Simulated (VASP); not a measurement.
A run of VASP 6.6.1 is set up as follows.

INCAR

```
PREC = Accurate ; ENCUT = 520
EDIFF = 1E-6 ; ISMEAR = 0
SIGMA = 0.1 ; LREAL = False
LASPH = True ; NELM = 150
ALGO = Normal ; ISIF = 2
LWAVE = False ; LCHARG = False
ISPIN = 2 ; MAGMOM = 1 0 0 0 0 0 0
LORBIT = 11 ; LMAXMIX = 4
GGA = PE ; NBANDS = 30
```

File KPOINTS:

```
Automatic mesh
0
Gamma
  3 3 4
```

The input POSCAR:

```
ZrAl3C3
1.0
    6.3873495795      0.0000000000      0.0000000000
   -3.1936747898      5.5316069987      0.0000000000
    0.0000000000      0.0000000000      5.1520357284
Zr Al C
1 3 3
Direct
    0.0000000000      0.0000000000      0.0000000000
    0.0000000000      0.0000000000      0.5000000000
    0.3333333333      0.6666666667      0.5000000000
    0.6666666667      0.3333333333      0.5000000000
    0.5000000000      0.0000000000      0.5000000000
    0.0000000000      0.5000000000      0.5000000000
    0.5000000000      0.5000000000      0.5000000000
```

Potentials or basis: VASP PAW PBE potentials, release 64 (Zr_sv, Al, C).

The run is started by

```bash
$ cat potpaw_PBE.64/Zr_sv/POTCAR potpaw_PBE.64/Al/POTCAR potpaw_PBE.64/C/POTCAR > POTCAR
$ mpirun -np 1 vasp_std > vasp.out
```

Q: Predict the net moment.

A: 0.19 μB per cell.

Q: Estimate the pressure.

A: 0.5 GPa.

Stress tensor (GPa, compression positive):
```
0.29 0.00 0.00
0.00 0.29 0.00
0.00 0.00 0.87
```

Caveat: the k points lie up to 0.38 Å⁻¹ apart.
